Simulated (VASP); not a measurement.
# PbF2 (I4/mmm) in VASP: a series of runs

Runs on PbF2. Level: PBEsol. Tasks: single point.

All numbers are computed with VASP 6.6.1; they aren't measurements. Logs are shortened: lines on timing, memory, paths and dates and some standing lists are left out, and cuts for length are marked.

### Step 1. The cell of the first run

Symmetry: I4/mmm, No. 139, tetragonal system. The conventional cell has a = 4.069 Å, b = 4.069 Å, c = 6.329 Å, α = 90.00°, β = 90.00°, γ = 90.00°. Within 3.4 Å of Pb (site symmetry 4/mmm) lie 8 F at 2.58 Å. Within 3.4 Å of F (site symmetry -4m2) lie 4 Pb at 2.58 Å and 6 F at 2.88 to 3.16 Å.

### Step 2. Single point, PBEsol

File INCAR:

```
SYSTEM = PbF2
ALGO = Normal
EDIFF = 1E-7
ENCUT = 520
GGA = PS
ISIF = 2
ISMEAR = 0
LASPH = .True.
LCHARG = .False.
LREAL = .False.
LWAVE = .False.
NBANDS = 21
NELM = 60
PREC = Accurate
SIGMA = 0.05
```

File KPOINTS:

```
k-points
0
Gamma
  8 8 8
  0 0 0
```

File POSCAR:

```
PbF2
1.0
    0.0000000000      2.8769807299      3.1646788029
    2.8769807299      0.0000000000      3.1646788029
    2.8769807299      2.8769807299      0.0000000000
Pb F
1 2
Direct
    0.0000000000      0.0000000000      0.0000000000
    0.2500000000      0.2500000000      0.2500000000
    0.7500000000      0.7500000000      0.7500000000
```

Potentials or basis: VASP PAW PBE potentials, release 64 (Pb_d, F).

On the command line:

```sh
$ cat potpaw_PBE.64/Pb_d/POTCAR potpaw_PBE.64/F/POTCAR > POTCAR
$ mpirun -np 1 vasp_std > vasp.out
```

OUTCAR:

```text
SYSTEM = PbF2
   EDIFF = 1E-7
   ENCUT = 520
   GGA = PS
   ISIF = 2
   ISMEAR = 0
   LASPH = .True.
   LREAL = .False.
   NELM = 60
   PREC = Accurate

 ion  position               nearest neighbor table
   1  0.000  0.000  0.000-   2 2.58   3 2.58   3 2.58   3 2.58   3 2.58   2 2.58   2 2.58   2 2.58

   2  0.250  0.250  0.250-   1 2.58   1 2.58   1 2.58   1 2.58
   3  0.750  0.750  0.750-   1 2.58   1 2.58   1 2.58   1 2.58

  LATTYP: Found a body centered tetragonal cell.
 ALAT       =     4.0686651669
 C/A-ratio  =     1.5556349186

  Lattice vectors:

 A1 = (  -2.8769807299,   0.0000000000,   3.1646788029)
 A2 = (   2.8769807299,   0.0000000000,   3.1646788029)
 A3 = (   0.0000000000,   2.8769807299,  -3.1646788029)

Analysis of symmetry for initial positions (statically):
=====================================================================
 Subroutine PRICEL returns:
 Original cell was already a primitive cell.

 Routine SETGRP: Setting up the symmetry group for a
 body centered tetragonal supercell.

 Subroutine GETGRP returns: Found 16 space group operations
 (whereof 16 operations were pure point group operations)
 out of a pool of 16 trial point group operations.

The static configuration has the point symmetry D_4h.

Analysis of symmetry for dynamics (positions and initial velocities):
=====================================================================
 Subroutine PRICEL returns:
 Original cell was already a primitive cell.

 Routine SETGRP: Setting up the symmetry group for a
 body centered tetragonal supercell.

 Subroutine GETGRP returns: Found 16 space group operations
 (whereof 16 operations were pure point group operations)
 out of a pool of 16 trial point group operations.

The dynamic configuration has the point symmetry D_4h.

 Subroutine INISYM returns: Found 16 space group operations
 (whereof 16 operations are pure point group operations),
 and found     1 'primitive' translations

----------------------------------------------------------------------------------------

                                     Primitive cell

  volume of cell :      52.3882

  direct lattice vectors                    reciprocal lattice vectors
     0.000000000  2.876980730  3.164678803    -0.173793309  0.173793309  0.157993917
     2.876980730  0.000000000  3.164678803     0.173793309 -0.173793309  0.157993917
     2.876980730  2.876980730  0.000000000     0.173793309  0.173793309 -0.157993917

  length of vectors
     4.276939332  4.276939332  4.068665167     0.292181974  0.292181974  0.292181974

  position of ions in fractional coordinates (direct lattice)
     0.000000000  0.000000000  0.000000000
     0.250000000  0.250000000  0.250000000
     0.750000000  0.750000000  0.750000000

  ion indices of the primitive-cell ions
   primitive index   ion index
                 1           1
                 2           2
                 3           3

----------------------------------------------------------------------------------------

 KPOINTS: k-points

Automatic generation of k-mesh.
 Grid dimensions read from file:
 generate k-points for:    8    8    8

 Generating k-lattice:

  Cartesian coordinates                     Fractional coordinates (reciprocal lattice)
    -0.021724164  0.021724164  0.019749240     0.125000000  0.000000000  0.000000000
     0.021724164 -0.021724164  0.019749240     0.000000000  0.125000000  0.000000000
     0.021724164  0.021724164 -0.019749240     0.000000000  0.000000000  0.125000000

  Length of vectors
     0.036522747  0.036522747  0.036522747

  Shift w.r.t. Gamma in fractional coordinates (k-lattice)
     0.000000000  0.000000000  0.000000000

 Subroutine IBZKPT returns following result:
 ===========================================

 Found     59 irreducible k-points:

 Following reciprocal coordinates:
            Coordinates               Weight
  0.000000  0.000000  0.000000      1.000000
  0.125000  0.000000  0.000000      8.000000
  0.250000  0.000000  0.000000      8.000000
  0.375000  0.000000  0.000000      8.000000
  0.500000  0.000000  0.000000      4.000000
  0.125000  0.125000  0.000000      2.000000
[... 16 lines left out ...]
  0.250000  0.000000  0.125000     16.000000
  0.375000  0.000000  0.125000     16.000000
 [... further k-points ...]
   k-points           NKPTS =     59   k-points in BZ     NKDIM =     59   number of bands    NBANDS=     21
   number of dos      NEDOS =    301   number of ions     NIONS =      3
   total plane-waves  NPLWV =  30720
   dimension x,y,z NGX =    32 NGY =   32 NGZ =   30
   dimension x,y,z NGXF=    64 NGYF=   64 NGZF=   60
   ions per type =               1   2
   NGX,Y,Z   is equivalent  to a cutoff of  12.44, 12.44, 12.26 a.u.
   NGXF,Y,Z  is equivalent  to a cutoff of  24.88, 24.88, 24.52 a.u.
 SYSTEM =  PbF2
   PREC   = accura    normal or accurate (medium, high low for compatibility)
   ISTART =      0    job   : 0-new  1-cont  2-samecut
[... 36 lines left out ...]
   LEPSILON=     F    determine dielectric tensor
   LRPA    =     F    only Hartree local field effects (RPA)
 non-spin polarized calculation
 Gauss-broadening in eV      SIGMA  =   0.05
  energy-cutoff  :      520.00
  volume of cell :       52.39
 maximum number of plane-waves:      1429
   NGX = 15   NGY = 15   NGZ = 15

 number of electron      28.0000007 magnetization

 Free energy of the ion-electron system (eV)
  ---------------------------------------------------
  ext. energy  EPLUGINS =         0.00000000
  ---------------------------------------------------
  free energy    TOTEN  =       -14.87624116 eV

  energy without entropy =      -14.87624116  energy(sigma->0) =      -14.87624116

 E-fermi :   2.0403     XC(G=0):  -9.6360

 val. band max:        1.8110660601   @ k =  -0.3750   0.5000   0.1250
 cond. band min:       5.7902849189   @ k =   0.5000   0.0000   0.5000
 fundamental gap:      3.9792188588
 Fermi energy:         2.0402690770

 k-point     1 :       0.0000    0.0000    0.0000
  band No.  band energies     occupation
      1     -19.2299      2.00000
      2     -18.5791      2.00000
      3     -12.7730      2.00000
      4     -12.7011      2.00000
      5     -12.7011      2.00000
      6     -12.6838      2.00000
[... 13 lines left out ...]
     20      17.6129      0.00000
     21      17.7800      0.00000

 k-point     2 :       0.1250    0.0000    0.0000
  band No.  band energies     occupation
      1     -19.1988      2.00000
      2     -18.6078      2.00000
      3     -12.7585      2.00000
      4     -12.6964      2.00000
      5     -12.6841      2.00000
      6     -12.6775      2.00000
[... 13 lines left out ...]
     20      17.0428      0.00000
     21      17.9202      0.00000

 k-point     3 :       0.2500    0.0000    0.0000
  band No.  band energies     occupation
      1     -19.1167      2.00000
      2     -18.6818      2.00000
      3     -12.7366      2.00000
      4     -12.6988      2.00000
      5     -12.6711      2.00000
      6     -12.6427      2.00000
[... 13 lines left out ...]
     20      16.2857      0.00000
     21      17.1063      0.00000

 k-point     4 :       0.3750    0.0000    0.0000
  band No.  band energies     occupation
      1     -19.0099      2.00000
      2     -18.7777      2.00000
      3     -12.7262      2.00000
      4     -12.7059      2.00000
      5     -12.6532      2.00000
      6     -12.6298      2.00000
[... 13 lines left out ...]
     20      15.8037      0.00000
     21      16.1168      0.00000

 k-point     5 :       0.5000    0.0000    0.0000
  band No.  band energies     occupation
      1     -18.9278      2.00000
      2     -18.8546      2.00000
      3     -12.7241      2.00000
      4     -12.7090      2.00000
      5     -12.6456      2.00000
      6     -12.6229      2.00000
[... 13 lines left out ...]
     20      15.6428      0.00000
     21      15.6992      0.00000
[... 382 lines left out ...]
     20      18.7639      0.00000
     21      19.2293      0.00000

 k-point    22 :       0.1250    0.0000    0.1250
  band No.  band energies     occupation
      1     -19.1838      2.00000
      2     -18.6223      2.00000
      3     -12.7559      2.00000
      4     -12.6926      2.00000
      5     -12.6886      2.00000
      6     -12.6646      2.00000
[... 13 lines left out ...]
     20      16.7469      0.00000
     21      17.8054      0.00000

 k-point    23 :       0.2500    0.0000    0.1250
  band No.  band energies     occupation
      1     -19.1156      2.00000
      2     -18.6837      2.00000
      3     -12.7336      2.00000
      4     -12.6967      2.00000
      5     -12.6770      2.00000
      6     -12.6409      2.00000
[... 13 lines left out ...]
     20      16.3380      0.00000
     21      17.8545      0.00000

 k-point    24 :       0.3750    0.0000    0.1250
  band No.  band energies     occupation
      1     -19.0175      2.00000
      2     -18.7702      2.00000
      3     -12.7167      2.00000
      4     -12.7040      2.00000
      5     -12.6546      2.00000
      6     -12.6299      2.00000
[... 13 lines left out ...]
     20      16.4840      0.00000
     21      17.2922      0.00000

 [... further k-points ...]
[... 5 lines left out ...]
  --------------------------------------------------------------------------------------
  -------------------------------------------------------------------------------------
  Total       -0.0636745     -0.0636745     -1.8590348      0.0000000      0.0000000      0.0000000
  in kB       -1.9473437     -1.9473437    -56.8544629      0.0000000      0.0000000      0.0000000
  external PRESSURE =     -20.2497168 kB  Pullay stress =       0.0000000 kB

 VOLUME and BASIS-vectors are now :
 -----------------------------------------------------------------------------
  energy-cutoff  :      520.00
  volume of cell :       52.39
      direct lattice vectors                 reciprocal lattice vectors
     0.000000000  2.876980730  3.164678803    -0.173793309  0.173793309  0.157993917
     2.876980730  0.000000000  3.164678803     0.173793309 -0.173793309  0.157993917
     2.876980730  2.876980730  0.000000000     0.173793309  0.173793309 -0.157993917

 POSITION                                       TOTAL-FORCE (eV/Angst)
 -----------------------------------------------------------------------------------
      0.00000      0.00000      0.00000        -0.000000      0.000000     -0.000000
      1.43849      1.43849      1.58234         0.000000      0.000000     -0.000000
      4.31547      4.31547      4.74702        -0.000000     -0.000000      0.000000
 -----------------------------------------------------------------------------------
    total drift:                                0.000000     -0.000000      0.000000

  FREE ENERGIE OF THE ION-ELECTRON SYSTEM (eV)
  ---------------------------------------------------
  free  energy   TOTEN  =       -14.8762411595 eV

  energy  without entropy=      -14.8762411595  energy(sigma->0) =      -14.87624116
```

Wall time 26 s (1 thread of Intel Xeon Platinum 8559C (Emerald Rapids), shared host); peak memory 0.21 GiB.

Results:

| Item | Value |
| --- | --- |
| Free energy | -14.8762 eV |
| Pressure | -2.0 GPa |
| Band gap on the k mesh | 3.98 eV, indirect (least direct gap 4.36 eV) |

Stress tensor (GPa, compression positive):
```
-0.19  0.00  0.00
 0.00 -0.19  0.00
 0.00  0.00 -5.69
```

Levels at points of the mesh, in eV from the valence-band top:
| k point | band 12 | band 13 | band 14 | band 15 | band 16 | band 17 |
| --- | --- | --- | --- | --- | --- | --- |
| (0.00, 0.00, 0.00) | -2.44 | -1.82 | -1.82 | 6.40 | 6.40 | 6.82 |
| (0.50, 0.00, 0.00) | -2.28 | -2.16 | -0.18 | 4.65 | 7.36 | 7.49 |
| (0.50, 0.50, 0.00) | -1.50 | -1.50 | -0.01 | 4.35 | 7.69 | 7.69 |
| (0.50, 0.00, 0.50) | -1.46 | -1.43 | -0.49 | 3.98 | 7.18 | 7.91 |

Caveat: the PAW data sets were made with another functional, which shifts forces and pressure a little; spin-orbit coupling is left out, which moves the levels of the heavy elements. A k mesh can miss the band edges.

### Step 3. Single point, PBEsol

This run uses another cell than the first one, of the same volume but with other edges.

File INCAR:

```
SYSTEM = PbF2
PREC     = Accurate       ! precision mode
ENCUT    = 520            ! plane-wave cutoff, eV
EDIFF    = 1E-6           ! SCF threshold, eV
ISMEAR   = 0              ! smearing method
SIGMA    = 0.05           ! smearing width, eV
LREAL    = .FALSE.        ! projectors in reciprocal space
LASPH    = .TRUE.         ! aspherical terms in the spheres
NELM     = 100            ! most SCF steps
ALGO     = Normal         ! electronic algorithm
ISIF     = 2              ! what is computed and relaxed
LWAVE    = .FALSE.        ! write WAVECAR
LCHARG   = .TRUE.         ! write CHGCAR
GGA      = PS             ! functional
LELF     = .TRUE.         ! ELF
LVHAR    = .TRUE.       
NBANDS   = 21             ! bands
```

File KPOINTS:

```
regular mesh
0
G
  8 8 8
  0 0 0
```

File POSCAR:

```
PbF2
1.0
    0.0000000000      3.4284413872      2.2284869017
    3.4284413872      0.0000000000      2.2284869017
    3.4284413872      3.4284413872      0.0000000000
Pb F
1 2
Direct
    0.0000000000      0.0000000000      0.0000000000
    0.2500000000      0.2500000000      0.2500000000
    0.7500000000      0.7500000000      0.7500000000
```

Potentials or basis: VASP PAW PBE potentials, release 64 (Pb_d, F).

On the command line:

```sh
$ cat potpaw_PBE.64/Pb_d/POTCAR potpaw_PBE.64/F/POTCAR > POTCAR
$ mpirun -np 1 vasp_std > vasp.out
```

Wall time 32 s (1 thread of Intel Xeon Platinum 8559C (Emerald Rapids), shared host); peak memory 0.21 GiB.

Results (log left out):

| Quantity | Value |
| --- | --- |
| Free energy | -13.5220 eV |
| Pressure | -2.6 GPa |
| Band gap on the k mesh | 1.54 eV, indirect (least direct gap 2.02 eV) |

Stress tensor (GPa, compression positive):
```
-15.00   0.00   0.00
  0.00 -15.00   0.00
  0.00   0.00  22.22
```

Levels at points of the mesh, in eV from the valence-band top:
| k point | band 11 | band 12 | band 13 | band 14 | band 15 | band 16 | band 17 | band 18 |
| --- | --- | --- | --- | --- | --- | --- | --- | --- |
| (0.00, 0.00, 0.00) | -3.62 | -2.61 | -2.61 | -0.04 | 4.79 | 6.16 | 6.16 | 9.31 |
| (0.50, 0.00, 0.00) | -3.04 | -2.54 | -2.40 | -1.45 | 2.17 | 5.38 | 5.58 | 10.23 |
| (0.50, 0.50, 0.00) | -3.53 | -2.23 | -2.23 | 0.00 | 3.04 | 5.21 | 5.21 | 7.85 |
| (0.50, 0.00, 0.50) | -3.10 | -2.28 | -1.34 | 0.00 | 2.02 | 5.32 | 6.32 | 7.58 |

Caveat: the PAW data sets were made with another functional, which shifts forces and pressure a little; spin-orbit coupling is left out, which moves the levels of the heavy elements. A k mesh can miss the band edges.

### Step 4. Single point, PBEsol

This run uses another cell than the first one, of the same volume but with other edges.

File INCAR:

```
  PREC = Accurate
  ENCUT = 520
  EDIFF = 1E-6
  ISMEAR = 0
  SIGMA = 0.05
  LREAL = False
  LASPH = True
  NELM = 80
  ALGO = Normal
  ISIF = 2
  LWAVE = False
  LCHARG = False
  GGA = PS
  NBANDS = 21
```

File KPOINTS:

```
regular mesh
0
Gamma
  8 8 8
```

File POSCAR:

```
PbF2
1.0
    0.0000000000      2.5944029432      3.8916044148
    2.5944029432      0.0000000000      3.8916044148
    2.5944029432      2.5944029432      0.0000000000
Pb F
1 2
Direct
    0.0000000000      0.0000000000      0.0000000000
    0.2500000000      0.2500000000      0.2500000000
    0.7500000000      0.7500000000      0.7500000000
```

On the command line:

```sh
$ cat potpaw_PBE.64/Pb_d/POTCAR potpaw_PBE.64/F/POTCAR > POTCAR
$ mpirun -np 1 vasp_std > vasp.out
```

Run time: 28 s. Hardware: 1 thread of Intel Xeon Platinum 8559C (Emerald Rapids), shared host; peak memory 0.21 GiB.

Results (log left out):

```
Free energy            : -13.6513 eV
Pressure               : -6.0 GPa
Band gap on the k mesh : 2.33 eV, indirect (least direct gap 2.40 eV)
```

Stress tensor (GPa, compression positive):
```
  5.42   0.00   0.00
  0.00   5.42   0.00
  0.00   0.00 -28.76
```

Levels at points of the mesh, in eV from the valence-band top:
```
           k point  band 10  band 11  band 12  band 13  band 14  band 15  band 16  band 17  band 18  band 19
(0.00, 0.00, 0.00)    -2.14    -2.14    -1.66    -0.39    -0.39     6.19     6.19     7.43    10.29    12.94
(0.50, 0.00, 0.00)    -2.09    -1.79    -1.50    -1.29    -0.39     2.55     7.14     7.76    12.71    12.77
(0.50, 0.50, 0.00)    -2.55    -1.60    -0.30    -0.30     0.00     4.49     7.22     7.22     9.06    11.88
(0.50, 0.00, 0.50)    -3.17    -1.85    -1.32    -0.09    -0.07     2.33     4.67     7.60     7.84    13.75
```

Caveat: the PAW data sets were made with another functional, which shifts forces and pressure a little; spin-orbit coupling is left out, which moves the levels of the heavy elements. A k mesh can miss the band edges.

### Step 5. Single point, PBEsol

This run uses another cell than the first one, of the same volume but with other edges.

File INCAR:

```
SYSTEM = PbF2
PREC = Accurate ; ENCUT = 520
EDIFF = 1E-6 ; ISMEAR = 0
SIGMA = 0.05 ; LREAL = .FALSE.
LASPH = .TRUE. ; NELM = 80
ALGO = Normal ; ISIF = 2
LWAVE = .FALSE. ; LCHARG = .TRUE.
GGA = PS ; LELF = .TRUE.
LVHAR = .TRUE. ; NBANDS = 21
```

File KPOINTS:

```
Automatic mesh
0
G
  8 8 8
  0 0 0
```

File POSCAR:

```
PbF2
1.0
    0.0000000000      3.0105379328      2.8901164154
    3.0105379328      0.0000000000      2.8901164154
    3.0105379328      3.0105379328      0.0000000000
Pb F
1 2
Direct
    0.0000000000      0.0000000000      0.0000000000
    0.2500000000      0.2500000000      0.2500000000
    0.7500000000      0.7500000000      0.7500000000
```

On the command line:

```sh
$ cat potpaw_PBE.64/Pb_d/POTCAR potpaw_PBE.64/F/POTCAR > POTCAR
$ mpirun -np 1 vasp_std > vasp.out
```

Wall time 23 s (1 thread of Intel Xeon Platinum 8559C (Emerald Rapids), shared host); peak memory 0.21 GiB.

The run converged. Its results:

| Property | Result |
| --- | --- |
| Free energy | -14.9221 eV |
| Pressure | -1.8 GPa |
| Band gap on the k mesh | 4.15 eV, indirect (least direct gap 4.41 eV) |

Stress tensor (GPa, compression positive):
```
-2.52  0.00  0.00
 0.00 -2.52  0.00
 0.00  0.00 -0.30
```

Levels at points of the mesh, in eV from the valence-band top:
```
           k point  band 10  band 11  band 12  band 13  band 14  band 15  band 16  band 17  band 18  band 19
(0.00, 0.00, 0.00)    -2.48    -2.48    -2.10    -2.10    -1.82     6.47     6.65     6.65    10.42    14.48
(0.50, 0.00, 0.00)    -2.77    -2.66    -2.21    -2.15    -0.10     4.84     7.45     7.52    13.00    13.34
(0.50, 0.50, 0.00)    -3.66    -1.62    -1.62    -1.46    -0.39     4.15     7.68     7.68     8.78    14.19
(0.50, 0.00, 0.50)    -3.55    -1.66    -1.64    -1.45    -0.16     4.25     7.59     7.87     8.75    13.83
```

Caveat: the PAW data sets were made with another functional, which shifts forces and pressure a little; spin-orbit coupling is left out, which moves the levels of the heavy elements.

### Step 6. Overview

| cell | gap on the mesh (eV) | pressure (GPa) |
| --- | --- | --- |
| a = 4.277, b = 4.277, c = 4.069 Å, angles 61.6, 61.6, 56.8°, 3 atoms | 3.98 | -2.0 |
| a = 4.089, b = 4.089, c = 4.849 Å, angles 53.6, 53.6, 72.7°, 3 atoms | 1.54 | -2.6 |
| a = 4.677, b = 4.677, c = 3.669 Å, angles 66.9, 66.9, 46.2°, 3 atoms | 2.33 | -6.0 |
| a = 4.173, b = 4.173, c = 4.258 Å, angles 59.3, 59.3, 61.3°, 3 atoms | 4.15 | -1.8 |

Alike in all rows: task single point; level PBEsol; potentials or basis VASP PAW PBE potentials, release 64 (Pb_d, F); no spin polarisation; k mesh 8 × 8 × 8; cutoff (eV) 520; smearing gaussian 0.05 eV.

Caveats: the PAW data sets were made with another functional, which shifts forces and pressure a little; spin-orbit coupling is left out, which moves the levels of the heavy elements.

Absolute energies hang on the potentials; compare differences alone.
